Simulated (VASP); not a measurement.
# WS2 in VASP: further runs

The runs below take WS2 through single point, with PBE+D3(BJ).

Everything below comes from runs of VASP 6.6.1. Logs are shortened: lines on timing, memory, paths and dates and some standing lists are left out, and cuts for length are marked.

## 1. The cell of the first run

The cell holds a slab with vacuum, 6 atoms: a = 3.160 Å, b = 3.160 Å, c = 23.804 Å, α = 90.00°, β = 90.00°, γ = 120.00°.

## 2. Single point, PBE+D3(BJ)

File INCAR:

```
ALGO = Normal ; DIPOL = 0.5 0.5 0.389
EDIFF = 1E-6 ; ENCUT = 520
GGA = PE ; IDIPOL = 3
ISIF = 2 ; ISMEAR = 0
IVDW = 12 ; LASPH = T
LCHARG = F ; LDIPOL = T
LREAL = F ; LWAVE = F
NBANDS = 35 ; NELM = 80
PREC = Accurate ; SIGMA = 0.05
```

File KPOINTS:

```
k-points
0
Gamma
  9 9 1
```

File POSCAR:

```
WS2
1.0
    3.1595457497      0.0000000000      0.0000000000
   -1.5797728749      2.7362468836      0.0000000000
    0.0000000000      0.0000000000     23.8042575719
S W
4 2
Direct
    0.3333333333      0.6666666667      0.1890418126
    0.3333333333      0.6666666667      0.3214605103
    0.8333333333      0.6666666667      0.4563103366
    0.8333333333      0.6666666667      0.5887290343
    0.6666666667      0.3333333333      0.2552511581
    1.1666666667      0.3333333333      0.5225196821
```

Potentials or basis: VASP PAW PBE potentials, release 64 (S, W_sv).

On the command line:

```sh
$ cat potpaw_PBE.64/S/POTCAR potpaw_PBE.64/W_sv/POTCAR > POTCAR
$ mpirun -np 1 vasp_std > vasp.out
```

OUTCAR:

```text
EDIFF = 1E-6
   ENCUT = 520
   GGA = PE
   ISIF = 2
   ISMEAR = 0
   IVDW = 12
   LASPH = T
   LREAL = F
   NELM = 80
   PREC = Accurate
 IVDW          = 12

 ion  position               nearest neighbor table
   1  0.333  0.667  0.189-   5 2.41   5 2.41   5 2.41
   2  0.333  0.667  0.321-   5 2.41   5 2.41   5 2.41
   3  0.833  0.667  0.456-   6 2.41   6 2.41   6 2.41
   4  0.833  0.667  0.589-   6 2.41   6 2.41   6 2.41
   5  0.667  0.333  0.255-   1 2.41   1 2.41   1 2.41   2 2.41   2 2.41   2 2.41
   6  0.167  0.333  0.523-   3 2.41   3 2.41   3 2.41   4 2.41   4 2.41   4 2.41

  LATTYP: Found a hexagonal cell.
 ALAT       =     3.1595457497
 C/A-ratio  =     7.5340759266

  Lattice vectors:

 A1 = (   3.1595457497,   0.0000000000,   0.0000000000)
 A2 = (  -1.5797728749,   2.7362468836,   0.0000000000)
 A3 = (   0.0000000000,   0.0000000000,  23.8042575719)

Analysis of symmetry for initial positions (statically):
=====================================================================
 Subroutine PRICEL returns:
 Original cell was already a primitive cell.

 Routine SETGRP: Setting up the symmetry group for a
 hexagonal supercell.

 Subroutine GETGRP returns: Found  4 space group operations
 (whereof  2 operations were pure point group operations)
 out of a pool of 24 trial point group operations.

The static configuration has the point symmetry C_1h.
 The point group associated with its full space group is C_2v.

Analysis of symmetry for dynamics (positions and initial velocities):
=====================================================================
 Subroutine PRICEL returns:
 Original cell was already a primitive cell.

 Routine SETGRP: Setting up the symmetry group for a
 hexagonal supercell.

 Subroutine GETGRP returns: Found  4 space group operations
 (whereof  2 operations were pure point group operations)
 out of a pool of 24 trial point group operations.

The dynamic configuration has the point symmetry C_1h.
 The point group associated with its full space group is C_2v.

 Subroutine INISYM returns: Found  4 space group operations
 (whereof  2 operations are pure point group operations),
 and found     1 'primitive' translations

----------------------------------------------------------------------------------------

                                     Primitive cell

  volume of cell :     205.7949

  direct lattice vectors                    reciprocal lattice vectors
     3.159545750  0.000000000  0.000000000     0.316501193  0.182732049  0.000000000
    -1.579772875  2.736246884  0.000000000     0.000000000  0.365464098  0.000000000
     0.000000000  0.000000000 23.804257572     0.000000000  0.000000000  0.042009292

  length of vectors
     3.159545750  3.159545750 23.804257572     0.365464098  0.365464098  0.042009292

  position of ions in fractional coordinates (direct lattice)
     0.333333333  0.666666667  0.189041813
     0.333333333  0.666666667  0.321460510
     0.833333333  0.666666667  0.456310337
     0.833333333  0.666666667  0.588729034
     0.666666667  0.333333333  0.255251158
     0.166666667  0.333333333  0.522519682

  ion indices of the primitive-cell ions
   primitive index   ion index
                 1           1
                 2           2
                 3           3
                 4           4
                 5           5
                 6           6

----------------------------------------------------------------------------------------

 KPOINTS: k-points

Automatic generation of k-mesh.
 Grid dimensions read from file:
 generate k-points for:    9    9    1

 Generating k-lattice:

  Cartesian coordinates                     Fractional coordinates (reciprocal lattice)
     0.035166799  0.020303561  0.000000000     0.111111111 -0.000000000  0.000000000
     0.000000000  0.040607122  0.000000000     0.000000000  0.111111111  0.000000000
     0.000000000  0.000000000  0.042009292     0.000000000  0.000000000  1.000000000

  Length of vectors
     0.040607122  0.040607122  0.042009292

  Shift w.r.t. Gamma in fractional coordinates (k-lattice)
     0.000000000  0.000000000  0.000000000

 Subroutine IBZKPT returns following result:
 ===========================================

 Found     25 irreducible k-points:

 Following reciprocal coordinates:
            Coordinates               Weight
  0.000000  0.000000  0.000000      1.000000
  0.111111 -0.000000  0.000000      4.000000
  0.000000  0.111111  0.000000      2.000000
  0.222222  0.000000  0.000000      4.000000
  0.000000  0.222222  0.000000      2.000000
  0.333333 -0.000000  0.000000      4.000000
[... 16 lines left out ...]
 -0.222222 -0.444444  0.000000      4.000000
  0.444444  0.333333  0.000000      4.000000
   k-points           NKPTS =     25   k-points in BZ     NKDIM =     25   number of bands    NBANDS=     35
   number of dos      NEDOS =    301   number of ions     NIONS =      6
   total plane-waves  NPLWV = 103680
   dimension x,y,z NGX =    24 NGY =   24 NGZ =  180
   dimension x,y,z NGXF=    48 NGYF=   48 NGZF=  360
   ions per type =               4   2
   NGX,Y,Z   is equivalent  to a cutoff of  12.63, 12.63, 12.57 a.u.
   NGXF,Y,Z  is equivalent  to a cutoff of  25.26, 25.26, 25.14 a.u.
 SYSTEM =  unknown system
   PREC   = accura    normal or accurate (medium, high low for compatibility)
   ISTART =      0    job   : 0-new  1-cont  2-samecut
   ICHARG =      2    charge: 1-file 2-atom 10-const
   ISPIN  =      1    spin polarized calculation?
   LNONCOLLINEAR =      F non collinear calculations
   LSORBIT =      F    spin-orbit coupling
   LASPH  =      T    aspherical Exc in radial PAW
   ENCUT  =  520.0 eV  38.22 Ry    6.18 a.u.   5.87  5.87 44.26*2*pi/ulx,y,z
   NELM   =     80;   NELMIN=  2; NELMDL= -5     # of ELM steps
   EDIFF  = 0.1E-05   stopping-criterion for ELM
   LREAL  =      F    real-space projection
   EDIFFG = 0.1E-04   stopping-criterion for IOM
   NSW    =      0    number of steps for IOM
   IBRION =     -1    ionic relax: 0-MD 1-quasi-New 2-CG
   NFREE  =      0    steps in history (QN), initial steepest desc. (CG)
   ISIF   =      2    stress and relaxation
   ISYM   =      2    0-nonsym 1-usesym 2-fastsym
   POTIM  = 0.5000    time-step for ionic-motion
   TEBEG  =    0.0;   TEEND  =   0.0 temperature during run
   PSTRESS=    0.0 pullay stress
   NELECT =      52.0000    total number of electrons
   NUPDOWN=      -1.0000    fix difference up-down
   EMIN   =  10.00;   EMAX   =-10.00  energy-range for DOS
   EFERMI =   0.00;   METHOD = LEGACY
   ISMEAR =     0;   SIGMA  =   0.05  broadening in eV -4-tet -1-fermi 0-gaus
   EFERMI_NEDOS =   21; number of points for ismear=-14 and -15
   IALGO  =     38    algorithm
   IMIX   =      4    mixing-type and parameters
     AMIX     =   0.40;   BMIX     =  1.00
     AMIX_MAG =   1.60;   BMIX_MAG =  1.00
  volume/ion in A,a.u.               =      34.30       231.46
  Fermi-wavevector in a.u.,A,eV,Ry     =   1.034978  1.955825 14.574279  1.071179
  Thomas-Fermi vector in A             =   2.169299
   LORBIT       =      0    0 simple, 1 ext, 2 COOP (PROOUT), +10 PAW based schemes
   GGA     = PE    functional components
   LHFCALC =     F    Hartree Fock is set to
   AEXX    =    0.0000 exact exchange contribution
   IVDW    =    12    specifies the selected vdW correction
   LEPSILON=     F    determine dielectric tensor
   LRPA    =     F    only Hartree local field effects (RPA)
 non-spin polarized calculation
 Gauss-broadening in eV      SIGMA  =   0.05
  energy-cutoff  :      520.00
  volume of cell :      205.79
 maximum number of plane-waves:      5566
   NGX = 11   NGY = 11   NGZ = 89

 dipolmoment           0.000000      0.000000      0.000000 electrons x Angstroem

 number of electron      51.9999994 magnetization

 dipolmoment           0.000000      0.000000     -0.000002 electrons x Angstroem

 Free energy of the ion-electron system (eV)
  ---------------------------------------------------
  ext. energy  EPLUGINS =         0.00000000
  ---------------------------------------------------
  free energy    TOTEN  =       -47.29665769 eV

  energy without entropy =      -47.29665769  energy(sigma->0) =      -47.29665769

 E-fermi :   1.4285     XC(G=0):  -6.1322

 val. band max:        1.0820818832   @ k =   0.0000   0.0000   0.0000
 cond. band min:       2.7234418715   @ k =   0.2222   0.1111   0.0000
 fundamental gap:      1.6413599883
 Fermi energy:         1.4285006870

 k-point     1 :       0.0000    0.0000    0.0000
  band No.  band energies     occupation
      1     -73.1933      2.00000
      2     -73.1933      2.00000
      3     -37.4459      2.00000
      4     -37.4459      2.00000
      5     -37.2708      2.00000
      6     -37.2708      2.00000
[... 27 lines left out ...]
     34       3.9294      0.00000
     35       5.8702      0.00000

 k-point     2 :       0.1111   -0.0000    0.0000
  band No.  band energies     occupation
      1     -73.1911      2.00000
      2     -73.1911      2.00000
      3     -37.4382      2.00000
      4     -37.4382      2.00000
      5     -37.3135      2.00000
      6     -37.3135      2.00000
[... 27 lines left out ...]
     34       4.1080      0.00000
     35       6.2295      0.00000

 k-point     3 :       0.0000    0.1111    0.0000
  band No.  band energies     occupation
      1     -73.1912      2.00000
      2     -73.1911      2.00000
      3     -37.4382      2.00000
      4     -37.4382      2.00000
      5     -37.3134      2.00000
      6     -37.3134      2.00000
[... 27 lines left out ...]
     34       4.1476      0.00000
     35       6.2285      0.00000
[... 723 lines left out ...]
 k-point    23 :      -0.2222   -0.4444    0.0000
  band No.  band energies     occupation
      1     -73.1736      2.00000
      2     -73.1736      2.00000
      3     -37.5737      2.00000
      4     -37.5737      2.00000
      5     -37.4392      2.00000
      6     -37.4392      2.00000
[... 27 lines left out ...]
     34       6.1727      0.00000
     35       6.7947      0.00000

 k-point    24 :       0.4444    0.3333    0.0000
  band No.  band energies     occupation
      1     -73.1736      2.00000
      2     -73.1736      2.00000
      3     -37.5739      2.00000
      4     -37.5739      2.00000
      5     -37.4390      2.00000
      6     -37.4390      2.00000
[... 27 lines left out ...]
     34       6.0348      0.00000
     35       7.0851      0.00000

 [... further k-points ...]

------------------------ aborting loop because EDIFF is reached ----------------------------------------

 vacuum level on the upper side and lower side of the slab       (xc-potential included)        -0.173        -0.173

 Edisp (eV)   -2.15785

 E8    (eV) :    -0.9369

  FORCE on cell =-STRESS in cart. coord.  units (eV):
  Direction    XX          YY          ZZ          XY          YZ          ZX
  --------------------------------------------------------------------------------------
  -------------------------------------------------------------------------------------
  Total      -0.12870    -0.29521    -0.48507     0.00000     0.00000     0.00000
  in kB      -1.00195    -2.29831    -3.77642     0.00000     0.00000     0.00000
  external pressure =       -2.36 kB  Pullay stress =        0.00 kB

 VOLUME and BASIS-vectors are now :
 -----------------------------------------------------------------------------
  energy-cutoff  :      520.00
  volume of cell :      205.79
      direct lattice vectors                 reciprocal lattice vectors
     3.159545750  0.000000000  0.000000000     0.316501193  0.182732049  0.000000000
    -1.579772875  2.736246884  0.000000000     0.000000000  0.365464098  0.000000000
     0.000000000  0.000000000 23.804257572     0.000000000  0.000000000  0.042009292

 POSITION                                       TOTAL-FORCE (eV/Angst)
 -----------------------------------------------------------------------------------
     -0.00000      1.82416      4.50000         0.000000     -0.002714      0.005818
     -0.00000      1.82416      7.65213        -0.000000      0.002188      0.010787
      1.57977      1.82416     10.86213        -0.000000      0.002188     -0.010787
      1.57977      1.82416     14.01426         0.000000     -0.002714     -0.005818
      1.57977      0.91208      6.07606        -0.000000      0.000526      0.049731
      0.00000      0.91208     12.43819        -0.000000      0.000526     -0.049731
 -----------------------------------------------------------------------------------
    total drift:                                0.000000      0.000122     -0.000322

  FREE ENERGIE OF THE ION-ELECTRON SYSTEM (eV)
  ---------------------------------------------------
  free  energy   TOTEN  =       -49.4545055308 eV

  energy  without entropy=      -49.4545055308  energy(sigma->0) =      -49.45450553

 vacuum level on the upper side and lower side of the slab         6.369         6.369
```

It took 4 min on 1 thread of Intel Xeon 6975P-C, shared host; peak memory 0.4 GiB.

What came out:

```
Free energy                : -49.4545 eV
Largest force              : 0.050 eV/Å
Band gap on the k mesh     : 1.64 eV, indirect (least direct gap 1.91 eV)
Dispersion energy per atom : -0.360 eV
```

Forces on the atoms (eV/Å):
```
S    0.000 -0.003  0.006
S    0.000  0.002  0.011
S    0.000  0.002 -0.011
S    0.000 -0.003 -0.006
W    0.000  0.001  0.050
W    0.000  0.001 -0.050
```

Caveat: spin-orbit coupling is left out, which moves the levels of the heavy elements.

## 3. Single point, PBE+D3(BJ)

File INCAR:

```
ALGO = Normal ; DIPOL = 0.5 0.5 0.400
EDIFF = 1E-6 ; ENCUT = 520
GGA = PE ; IDIPOL = 3
ISIF = 2 ; ISMEAR = 0
IVDW = 12 ; LASPH = T
LCHARG = F ; LDIPOL = T
LREAL = F ; LWAVE = F
NBANDS = 35 ; NELM = 100
PREC = Accurate ; SIGMA = 0.05
```

KPOINTS is that of step 2.

File POSCAR:

```
WS2
1.0
    3.1595457497      0.0000000000      0.0000000000
   -1.5797728749      2.7362468836      0.0000000000
    0.0000000000      0.0000000000     23.8042575719
S W
4 2
Direct
    0.3333333333      0.6666666667      0.1890418126
    0.3333333333      0.6666666667      0.3214605103
    0.8333333333      0.6666666667      0.4785752612
    0.8333333333      0.6666666667      0.6109939589
    0.6666666667      0.3333333333      0.2552511581
    1.1666666667      0.3333333333      0.5447846067
```

Potentials or basis: VASP PAW PBE potentials, release 64 (S, W_sv).

On the command line:

```sh
$ cat potpaw_PBE.64/S/POTCAR potpaw_PBE.64/W_sv/POTCAR > POTCAR
$ mpirun -np 1 vasp_std > vasp.out
```

OUTCAR:

```text
EDIFF = 1E-6
   ENCUT = 520
   GGA = PE
   ISIF = 2
   ISMEAR = 0
   IVDW = 12
   LASPH = T
   LREAL = F
   NELM = 100
   PREC = Accurate
 IVDW          = 12

 ion  position               nearest neighbor table
   1  0.333  0.667  0.189-   5 2.41   5 2.41   5 2.41
   2  0.333  0.667  0.321-   5 2.41   5 2.41   5 2.41
   3  0.833  0.667  0.479-   6 2.41   6 2.41   6 2.41
   4  0.833  0.667  0.611-   6 2.41   6 2.41   6 2.41
   5  0.667  0.333  0.255-   1 2.41   1 2.41   1 2.41   2 2.41   2 2.41   2 2.41
   6  0.167  0.333  0.545-   3 2.41   3 2.41   3 2.41   4 2.41   4 2.41   4 2.41

[... 1130 lines left out ...]
  Total      -0.18426    -0.21829    -0.67824     0.00000     0.00000     0.00000
  in kB      -1.43449    -1.69945    -5.28029     0.00000     0.00000     0.00000
  external pressure =       -2.80 kB  Pullay stress =        0.00 kB

 VOLUME and BASIS-vectors are now :
 -----------------------------------------------------------------------------
  energy-cutoff  :      520.00
  volume of cell :      205.79
      direct lattice vectors                 reciprocal lattice vectors
     3.159545750  0.000000000  0.000000000     0.316501193  0.182732049  0.000000000
    -1.579772875  2.736246884  0.000000000     0.000000000  0.365464098  0.000000000
     0.000000000  0.000000000 23.804257572     0.000000000  0.000000000  0.042009292

 POSITION                                       TOTAL-FORCE (eV/Angst)
 -----------------------------------------------------------------------------------
     -0.00000      1.82416      4.50000         0.000000     -0.000510      0.003881
     -0.00000      1.82416      7.65213        -0.000000      0.000838      0.071780
      1.57977      1.82416     11.39213        -0.000000      0.000838     -0.071780
      1.57977      1.82416     14.54426         0.000000     -0.000510     -0.003881
      1.57977      0.91208      6.07606         0.000000     -0.000327      0.041914
      0.00000      0.91208     12.96819         0.000000     -0.000327     -0.041914
 -----------------------------------------------------------------------------------
    total drift:                                0.000000      0.000043     -0.000319

  FREE ENERGIE OF THE ION-ELECTRON SYSTEM (eV)
  ---------------------------------------------------
  free  energy   TOTEN  =       -49.3994665706 eV

  energy  without entropy=      -49.3994665706  energy(sigma->0) =      -49.39946657

 vacuum level on the upper side and lower side of the slab         6.358         6.358
```

It took 4.1 min on 1 thread of Intel Xeon 6975P-C, shared host; peak memory 0.4 GiB.

Results:

- Free energy: -49.3995 eV
- Largest force: 0.072 eV/Å
- Band gap on the k mesh: 1.84 eV, indirect (least direct gap 1.92 eV)
- Dispersion energy per atom: -0.345 eV

Forces on the atoms (eV/Å):
```
S    0.000 -0.001  0.004
S    0.000  0.001  0.072
S    0.000  0.001 -0.072
S    0.000 -0.001 -0.004
W    0.000  0.000  0.042
W    0.000  0.000 -0.042
```

Caveat: spin-orbit coupling is left out, which moves the levels of the heavy elements.

## 4. Single point, PBE+D3(BJ)

File INCAR:

```
PREC = Accurate ; ENCUT = 520
EDIFF = 1E-7 ; ISMEAR = 0
SIGMA = 0.05 ; LREAL = F
LASPH = T ; NELM = 80
ALGO = Normal ; ISIF = 2
LWAVE = F ; LCHARG = F
LDIPOL = T ; IDIPOL = 3
DIPOL = 0.5 0.5 0.383 ; GGA = PE
IVDW = 12 ; NBANDS = 35
```

File KPOINTS:

```
regular mesh
0
Gamma
  9 9 1
```

File POSCAR:

```
WS2
1.0
    3.1595457497      0.0000000000      0.0000000000
   -1.5797728749      2.7362468836      0.0000000000
    0.0000000000      0.0000000000     23.8042575719
S W
4 2
Direct
    0.3333333333      0.6666666667      0.1890418126
    0.3333333333      0.6666666667      0.3214605103
    0.8333333333      0.6666666667      0.4449678279
    0.8333333333      0.6666666667      0.5773865255
    0.6666666667      0.3333333333      0.2552511581
    1.1666666667      0.3333333333      0.5111771733
```

On the command line:

```sh
$ cat potpaw_PBE.64/S/POTCAR potpaw_PBE.64/W_sv/POTCAR > POTCAR
$ mpirun -np 1 vasp_std > vasp.out
```

Wall time 2 min (1 thread of Intel Xeon 6975P-C (Granite Rapids), shared host); peak memory 0.38 GiB.

The run converged. Its results:

```yaml
Free_energy: -49.4587 eV
Largest_force: 0.102 eV/Å
Band_gap_on_the_k_mesh: 1.46 eV, indirect (least direct gap 1.91 eV)
Dispersion_energy_per_atom: -0.369 eV
```

Forces on the atoms (eV/Å):
```
S    0.000 -0.006  0.006
S    0.000  0.003 -0.102
S    0.000  0.003  0.102
S    0.000 -0.006 -0.006
W    0.000  0.004  0.044
W    0.000  0.004 -0.044
```

Levels at points of the mesh, in eV from the valence-band top:
```tsv
k point	band 22	band 23	band 24	band 25	band 26	band 27	band 28	band 29	band 30	band 31
(0.00, 0.00, 0.00)	-2.01	-2.00	-1.98	-0.77	0.00	2.38	2.46	2.51	2.53	2.58
```

Caveat: spin-orbit coupling is left out, which moves the levels of the heavy elements.

(Continued in part 2 of 2.)
